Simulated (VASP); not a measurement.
A run of VASP 6.6.1 is set up as follows.

File INCAR:

```
PREC     = Accurate       # precision mode
ENCUT    = 600            # plane-wave cutoff, eV
EDIFF    = 1E-6           # SCF threshold, eV
ISMEAR   = 0              # smearing method
SIGMA    = 0.05           # smearing width, eV
LREAL    = F              # projectors in reciprocal space
LASPH    = T              # aspherical terms in the spheres
NELM     = 120            # most SCF steps
ALGO     = Normal         # electronic algorithm
ISIF     = 2              # what is computed and relaxed
LWAVE    = F              # write WAVECAR
LCHARG   = F              # write CHGCAR
GGA      = CA             # functional
NBANDS   = 22             # bands
GGA_COMPAT= F
```

KPOINTS

```
regular mesh
0
Gamma
  12 12 6
```

The input POSCAR:

```
NiO2
1.0
    2.8940625823      0.0000000000      0.0000000000
   -1.4470312911      2.5063317164      0.0000000000
    0.0000000000      0.0000000000      3.8331858902
Ni O
1 2
Direct
    0.0000000000      0.0000000000      0.5000000000
    0.6666666667      0.3333333333      0.7542852723
    0.3333333333      0.6666666667      0.2457147277
```

Potentials or basis: VASP PAW LDA potentials, release 64 (Ni_sv_GW, O).

The run is started by

```sh
$ cat potpaw_LDA.64/Ni_sv_GW/POTCAR potpaw_LDA.64/O/POTCAR > POTCAR
$ mpirun -np 1 vasp_std > vasp.out
```

(1) What does it give for the band gap on the k mesh?

(2) Predict the largest force.

(3) Predict the pressure.

Results:

(1) 0.26 eV, indirect (least direct gap 0.57 eV).

(2) 1.870 eV/Å.

(3) -25.8 GPa.

Caveat: forces of over 1 eV/Å act on the atoms, so gaps and moduli don't describe the material at rest.
